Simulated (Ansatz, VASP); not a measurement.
## One calculation of Ta2N, two programs

INCAR

```
SYSTEM = Ta2N
PREC = Accurate
ENCUT = 520
EDIFF = 1E-6
ISMEAR = 0
SIGMA = 0.15
LREAL = .FALSE.
LASPH = .TRUE.
NELM = 60
ALGO = Normal
ISIF = 2
LWAVE = .FALSE.
LCHARG = .FALSE.
GGA = PS
NBANDS = 20
```

File KPOINTS:

```
regular mesh
0
G
  18 18 12
  0 0 0
```

The input POSCAR:

```
Ta2N
1.0
    3.1653822284      0.0000000000      0.0000000000
   -1.5826911142      2.7413014225      0.0000000000
    0.0000000000      0.0000000000      4.5624589631
Ta N
2 1
Direct
    0.6666666667      0.3333333333      0.7462554482
    0.3333333333      0.6666666667      0.2537445518
    0.0000000000      0.0000000000      0.0000000000
```

Input for Ansatz:

```yaml
crystal:
  lattice:
    - [3.1653822284, 0.0, 0.0]
    - [-1.5826911142, 2.7413014225, 0.0]
    - [0.0, 0.0, 4.5624589631]
  atoms:
    - { symbol: Ta, position: [0.6666666667, 0.3333333333, 0.7462554482] }
    - { symbol: Ta, position: [0.3333333333, 0.6666666667, 0.2537445518] }
    - { symbol: "N", position: [0.0, 0.0, 0.0] }
basis:
  ecutwfc: 420
kpoints:
  mp_grid: { grid: [18, 18, 12] }
hamiltonian:
  xc: pbesol
scf:
  occupations: { method: gaussian, width: 0.15 }
output:
  forces: true
  stress: true
  eigenvalues: true
```

Alike in both runs: task single point; functional PBEsol; k mesh 18 × 18 × 12; occupations gaussian, width 0.15 eV; no spin polarisation.

```csv
,VASP,Ansatz
version,VASP 6.6.1,Ansatz 0.2.0
potentials or method,"VASP PAW PBE potentials, release 64 (Ta_pv, N), cutoff 520 eV","scalar-relativistic, plane waves, PAW"
valence electrons in the cell,27,31
```

Ansatz gave:

| Quantity | Value |
| --- | --- |
| gap on the k mesh at the Fermi level (eV) | none |
| pressure (GPa) | 0.9 |
| traceless stress, the component that is largest in VASP (GPa) | 14.01 |
| rms of the force components (eV/Å) | 0.296 |

Task: What did VASP give for the same quantities?

Result: gap on the k mesh at the Fermi level (eV): none; pressure (GPa): 1.4; traceless stress, the component that is largest in VASP (GPa): 13.92; rms of the force components (eV/Å): 0.268.

VASP's potentials were made for PBE, not for PBEsol. Atom by atom the forces differ by 0.028 eV/Å (rms over components). A gap of «none» marks a metal or a gap that the smearing closes. VASP's potentials hold 27 valence electrons a cell and Ansatz's 31, so a difference there can come from the potentials and not from the codes.

Neither program's run includes spin-orbit coupling.
